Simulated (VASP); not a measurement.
Wanted: the native input for a VASP 6.6.1 run.

```
Task                   : single point
Functional             : PBE
Potentials or basis    : VASP PAW PBE potentials, release 64 (Ga_d, As)
Cutoff                 : 520 eV
k mesh                 : 6 × 6 × 6
Occupations            : gaussian, width 0.01 eV
Spin                   : no spin polarisation
Dipole correction      : no
Further INCAR settings : ALGO = Normal; EDIFF = 1e-07; NBANDS = 16
```

The structure of GaAs lies in POSCAR:

```
GaAs
1.0
    0.0000000000      2.8136204706      2.8136204706
    2.8136204706      0.0000000000      2.8136204706
    2.8136204706      2.8136204706      0.0000000000
Ga As
1 1
Direct
    0.0000000000      0.0000000000      0.0000000000
    0.2500000000      0.2500000000      0.2500000000
```

This cell differs from its parent crystal: volume changed by -6%.

These files were run (other wordings do the same):

INCAR

```
SYSTEM = GaAs
PREC     = Accurate       ! precision mode
ENCUT    = 520            ! plane-wave cutoff, eV
EDIFF    = 1E-7           ! SCF threshold, eV
ISMEAR   = 0              ! smearing method
SIGMA    = 0.01           ! smearing width, eV
LREAL    = .FALSE.        ! projectors in reciprocal space
LASPH    = .TRUE.         ! aspherical terms in the spheres
NELM     = 80             ! most SCF steps
ALGO     = Normal         ! electronic algorithm
ISIF     = 2              ! what is computed and relaxed
LWAVE    = .FALSE.        ! write WAVECAR
LCHARG   = .TRUE.         ! write CHGCAR
GGA      = PE             ! functional
LELF     = .TRUE.         ! ELF
LVHAR    = .TRUE.       
NBANDS   = 16             ! bands
```

KPOINTS

```
Automatic mesh
0
G
  6 6 6
  0 0 0
```

Potentials or basis: VASP PAW PBE potentials, release 64 (Ga_d, As).

The run is started by

```console
$ cat potpaw_PBE.64/Ga_d/POTCAR potpaw_PBE.64/As/POTCAR > POTCAR
$ mpirun -np 1 vasp_std > vasp.out
```

It gave:

| Property | Result |
| --- | --- |
| Pressure | 4.6 GPa |
| Band gap on the k mesh | 0.62 eV, direct |

Run time: 8.7 s on 1 thread of AMD EPYC 9R45 96-Core Processor (Zen 5) (shared host), peak memory 0.14 GiB.
